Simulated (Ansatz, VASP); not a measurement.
## One calculation of WS2, two programs

INCAR

```
PREC = Accurate
ENCUT = 520
EDIFF = 1E-6
ISMEAR = 0
SIGMA = 0.05
LREAL = F
LASPH = T
NELM = 60
ALGO = Normal
ISIF = 2
LWAVE = F
LCHARG = F
GGA = PE
IVDW = 12
NBANDS = 20
```

The input KPOINTS:

```
regular mesh
0
Gamma
  12 12 12
```

Contents of POSCAR:

```
WS2
1.0
    1.5786015672      0.9114060398      6.0393060278
   -1.5786015672      0.9114060398      6.0393060278
    0.0000000000     -1.8228120795      6.0393060278
W S
1 2
Direct
    0.9993445368      0.9993445368      0.9993445368
    0.7527776226      0.7527776226      0.7527776226
    0.5791778407      0.5791778407      0.5791778407
```

Input for Ansatz:

```yaml
crystal:
  lattice:
    - [1.5786015672, 0.9114060398, 6.0393060278]
    - [-1.5786015672, 0.9114060398, 6.0393060278]
    - [0.0, -1.8228120795, 6.0393060278]
  atoms:
    - { symbol: W, position: [0.9993445368, 0.9993445368, 0.9993445368] }
    - { symbol: S, position: [0.7527776226, 0.7527776226, 0.7527776226] }
    - { symbol: S, position: [0.5791778407, 0.5791778407, 0.5791778407] }
basis:
  ecutwfc: 420
kpoints:
  mp_grid: { grid: [12, 12, 12] }
hamiltonian:
  xc: pbe
  dispersion: d3bj
scf:
  occupations: { method: gaussian, width: 0.05 }
output:
  forces: true
  stress: true
  eigenvalues: true
  write_density: true
  write_potential: true
  elf: true
  volumetric_format: npy
```

Alike in both runs: task single point; functional PBE; dispersion D3(BJ); k mesh 12 × 12 × 12; occupations gaussian, width 0.05 eV; no spin polarisation.

|  | VASP | Ansatz |
| --- | --- | --- |
| version | VASP 6.6.1 | Ansatz 0.2.0 |
| potentials or method | VASP PAW PBE potentials, release 64 (W_sv, S), cutoff 520 eV | scalar-relativistic, plane waves, PAW |
| valence electrons in the cell | 26 | 26 |

```tsv
	VASP	Ansatz	Ansatz less VASP
gap on the k mesh at the Fermi level (eV)	0.93	0.91	-0.018
least direct gap on the mesh (eV)	1.92	1.92	-0.004
pressure (GPa)	0.0	0.0	+0.04
```

Spin-orbit coupling is off throughout.
